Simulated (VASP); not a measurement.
Bi2Te5:

```
Bi Te
1.0
     9.03734    0.00000    0.00000
     0.00000    9.03734    0.00000
     0.00000    0.00000    3.23815
Bi Te
2 5
Direct
  0.50000 0.00000 0.00000
  0.00000 0.50000 0.00000
  0.73020 0.73020 0.00000
  0.26980 0.26980 0.00000
  0.26980 0.73020 0.00000
  0.73020 0.26980 0.00000
  0.50000 0.50000 0.50000
```

The cell was generated, and may not be a known phase.

```yaml
Program: VASP 6.6.1
Task: relaxation of cell and atoms
Functional: PBE
Potentials_or_basis: VASP PAW PBE potentials, release 64 (Bi_d, Te)
Cutoff: 600 eV
k_mesh: 4 × 4 × 12
Occupations: gaussian, width 0.1 eV
Spin: no spin polarisation
```

At the start: pressure -0.1 GPa; volume 37.78 Å³/atom.

Where does the relaxation end?

Over 15 steps the energy falls by 6.8 meV/atom and the volume is 36.87 Å³/atom (-2.4 %); space group P4/mmm (No. 123, to 0.1 Å) before and after.

Step by step:
```csv
step,energy change (eV),largest force (eV/Å),pressure (GPa),volume (Å³)
1,0.0000,0.1820,-0.08,264.47
2,-0.0071,0.1734,-0.06,263.76
3,-0.0223,0.1479,0.05,261.63
4,-0.0229,0.1009,0.33,257.37
5,-0.0275,0.1209,0.18,259.37
6,-0.0318,0.1059,0.15,259.30
7,-0.0413,0.0627,0.05,259.11
8,-0.0472,0.0073,-0.11,258.70
9,-0.0473,0.0021,-0.09,258.74
10,-0.0473,0.0003,-0.09,258.75
11,-0.0474,0.0025,-0.05,258.30
12,-0.0473,0.0069,0.04,257.52
13,-0.0474,0.0049,0.05,257.82
14,-0.0474,0.0035,0.01,258.06
15,-0.0474,0.0032,0.01,258.12
```

Final structure:
```xyz
7
Lattice="8.9352 0.0000 0.0000 0.0000 8.9352 0.0000 0.0000 0.0000 3.2331" Properties=species:S:1:pos:R:3 pbc="T T T"
Bi    4.4676    0.0000    0.0000
Bi    0.0000    4.4676    0.0000
Te    6.6133    6.6133    0.0000
Te    2.3219    2.3219    0.0000
Te    2.3219    6.6133    0.0000
Te    6.6133    2.3219    0.0000
Te    4.4676    4.4676    1.6165
```
